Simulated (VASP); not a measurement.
Set up this calculation in VASP 6.6.1, as the native input.

- Task: single point
- Functional: PBE
- Potentials or basis: VASP PAW PBE potentials, release 64 (Zn, Se, S)
- Cutoff: 520 eV
- k mesh: 4 × 4 × 4
- Occupations: gaussian, width 0.1 eV
- Spin: no spin polarisation
- Dipole correction: no
- Further INCAR settings: ALGO = Normal; EDIFF = 1e-07; NBANDS = 19

The structure of ZnSeS lies in POSCAR:

```
ZnSeS
1.0
    3.8814428100      0.0000000000      0.0000000000
    0.0000000000      3.9187464500      0.0000000000
    0.0000000000      0.0000000000      4.0395161800
Zn Se S
1 1 1
Direct
    0.0000000000      0.0000000000      0.0000000000
    0.5000000000      0.5000000000      0.0000000000
    0.5000000000      0.5000000000      0.5000000000
```

The cell was built from a structure type or drawn by symmetry, and may not be a known phase.

The input as run:

INCAR

```
SYSTEM = ZnSeS
ALGO = Normal
EDIFF = 1E-7
ENCUT = 520
GGA = PE
ISIF = 2
ISMEAR = 0
LASPH = .TRUE.
LCHARG = .FALSE.
LREAL = .FALSE.
LWAVE = .FALSE.
NBANDS = 19
NELM = 60
PREC = Accurate
SIGMA = 0.1
```

KPOINTS

```
k-points
0
G
  4 4 4
  0 0 0
```

Potentials or basis: VASP PAW PBE potentials, release 64 (Zn, Se, S).

Command:

```sh
$ cat potpaw_PBE.64/Zn/POTCAR potpaw_PBE.64/Se/POTCAR potpaw_PBE.64/S/POTCAR > POTCAR
$ mpirun -np 1 vasp_std > vasp.out
```

It gave:

```json
{"Pressure": "20.9 GPa", "Band gap on the k mesh": "zero (bands 12 and 13 overlap by 3.48 eV)"}
```

Caveat: the k points lie up to 0.40 Å⁻¹ apart, too coarse for converged energies and pressures of a metal.

Run time: 13 s on 1 thread of Intel(R) Xeon(R) 6975P-C (Granite Rapids), on a shared host, peak memory 0.18 GiB.
